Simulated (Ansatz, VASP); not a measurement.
One calculation of CdTe, two programs

The input INCAR:

```
SYSTEM = CdTe
  PREC = Accurate
  ENCUT = 500
  EDIFF = 1E-6
  ISMEAR = 0
  SIGMA = 0.02
  LREAL = .FALSE.
  LASPH = .TRUE.
  NELM = 120
  ALGO = Normal
  ISIF = 2
  LWAVE = .FALSE.
  LCHARG = .TRUE.
  GGA = PE
  LELF = .TRUE.
  LVHAR = .TRUE.
  NBANDS = 16
  GGA_COMPAT = .FALSE.
```

Contents of KPOINTS:

```
Automatic mesh
0
G
  12 12 12
  0 0 0
```

POSCAR

```
CdTe
1.0
    0.0000000000      3.2050000000      3.2050000000
    3.2050000000      0.0000000000      3.2050000000
    3.2050000000      3.2050000000      0.0000000000
Cd Te
1 1
Direct
    0.0000000000      0.0000000000      0.0000000000
    0.2500000000      0.2500000000      0.2500000000
```

Input for Ansatz:

```yaml
crystal:
  lattice:
    - [0.0, 3.205, 3.205]
    - [3.205, 0.0, 3.205]
    - [3.205, 3.205, 0.0]
  atoms:
    - { symbol: Cd, position: [0.0, 0.0, 0.0] }
    - { symbol: Te, position: [0.25, 0.25, 0.25] }
basis:
  ecutwfc: 420
kpoints:
  mp_grid: { grid: [12, 12, 12] }
hamiltonian:
  xc: pbe
scf:
  occupations: { method: gaussian, width: 0.02 }
output:
  forces: true
  stress: true
  eigenvalues: true
```

Alike in both runs: task single point; functional PBE; k mesh 12 × 12 × 12; occupations gaussian, width 0.02 eV; no spin polarisation.

|  | VASP | Ansatz |
| --- | --- | --- |
| version | VASP 6.6.1 | Ansatz 0.2.0 |
| potentials or method | VASP PAW PBE potentials, release 64 (Cd, Te), cutoff 500 eV | scalar-relativistic, plane waves, PAW |
| valence electrons in the cell | 18 | 36 |

```csv
,VASP,Ansatz,Ansatz less VASP
gap on the k mesh at the Fermi level (eV),0.87,0.87,0.000
least direct gap on the mesh (eV),0.87,0.87,0.000
pressure (GPa),4.4,4.2,-0.15
```

With one functional, cell and mesh, what is left measures potentials, basis and numerics. VASP's potentials hold 18 valence electrons a cell and Ansatz's 36, so a difference there can come from the potentials and not from the codes.

Neither program's run includes spin-orbit coupling.
